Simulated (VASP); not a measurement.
Crystal: HgTe.

```xyz
2
Lattice="3.8825 0.0000 0.0000 0.0000 3.8825 0.0000 0.0000 0.0000 3.6545" Properties=species:S:1:pos:R:3 pbc="T T T"
Hg    1.9413    1.9413    0.0000
Te    0.0000    0.0000    1.8272
```

```yaml
Program: VASP 6.6.1
Task: relaxation of cell and atoms
Functional: PBE
Potentials_or_basis: VASP PAW PBE potentials, release 64 (Hg, Te)
Cutoff: 600 eV
k_mesh: 14 × 14 × 16
Occupations: gaussian, width 0.1 eV
Spin: no spin polarisation
```

At the start: pressure 0.2 GPa; volume 27.54 Å³/atom.

Question: How do energy, volume and symmetry change on relaxing?

Answer: Over 23 steps the energy falls by 29.1 meV/atom and the volume is 28.19 Å³/atom (+2.3 %); space group P4/mmm (No. 123, to 0.05 Å).

The path:
```csv
step,energy change (eV),largest force (eV/Å),pressure (GPa),volume (Å³)
1,0.0000,0.0000,0.25,55.09
2,-0.0022,0.0000,0.04,55.42
3,-0.0078,0.0000,-0.72,56.42
4,-0.0124,0.0000,-1.86,58.39
5,-0.0127,0.0000,-1.87,58.42
6,-0.0137,0.0000,-1.92,58.51
7,-0.0157,0.0000,-1.94,58.68
8,-0.0196,0.0000,-2.11,59.02
9,-0.0251,0.0000,-2.31,59.68
10,-0.0299,0.0000,-2.19,59.44
11,-0.0424,0.0000,-1.70,58.74
12,-0.0561,0.0000,-0.63,57.33
13,-0.0566,0.0000,-0.29,56.95
14,-0.0566,0.0000,-0.40,57.02
15,-0.0570,0.0000,-0.32,56.94
16,-0.0579,0.0000,-0.26,56.68
17,-0.0579,0.0000,0.07,56.17
18,-0.0582,0.0000,-0.02,56.40
19,-0.0582,0.0000,-0.11,56.48
20,-0.0582,0.0000,-0.08,56.45
21,-0.0582,0.0000,-0.08,56.43
22,-0.0582,0.0000,-0.07,56.42
23,-0.0582,0.0000,-0.02,56.37
```

Final structure:
```yaml
crystal:
  lattice:
    - [4.15027, 0.00000, 0.00000]
    - [0.00000, 4.15027, 0.00000]
    - [0.00000, 0.00000, 3.27284]
  atoms:
    - { symbol: Hg, position: [0.50000, 0.50000, 0.00000] }
    - { symbol: Te, position: [0.00000, 0.00000, 0.50000] }
```
